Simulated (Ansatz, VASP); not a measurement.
RbBr: VASP beside Ansatz

```
Rb Br
1.0
     0.00000    3.50797    3.50797
     3.50797    0.00000    3.50797
     3.50797    3.50797    0.00000
Rb Br
1 1
Direct
  0.00000 0.00000 0.00000
  0.50000 0.50000 0.50000
```

Alike in both runs: task single point; functional RPBE; k mesh 6 × 6 × 6; occupations gaussian, width 0.02 eV; no spin polarisation.

|  | VASP | Ansatz |
| --- | --- | --- |
| version | VASP 6.6.1 | Ansatz 0.2.0 |
| potentials or method | VASP PAW PBE potentials, release 64 (Rb_sv, Br), cutoff 500 eV | scalar-relativistic, plane waves, PAW |
| valence electrons in the cell | 16 | 16 |

Ansatz gave:

| Item | Value |
| --- | --- |
| gap on the k mesh at the Fermi level (eV) | 4.52 |
| pressure (GPa) | 1.1 |

Estimate VASP's values.

gap on the k mesh at the Fermi level (eV): 4.51; pressure (GPa): 1.2.

VASP's potentials were made for PBE, not for RPBE.
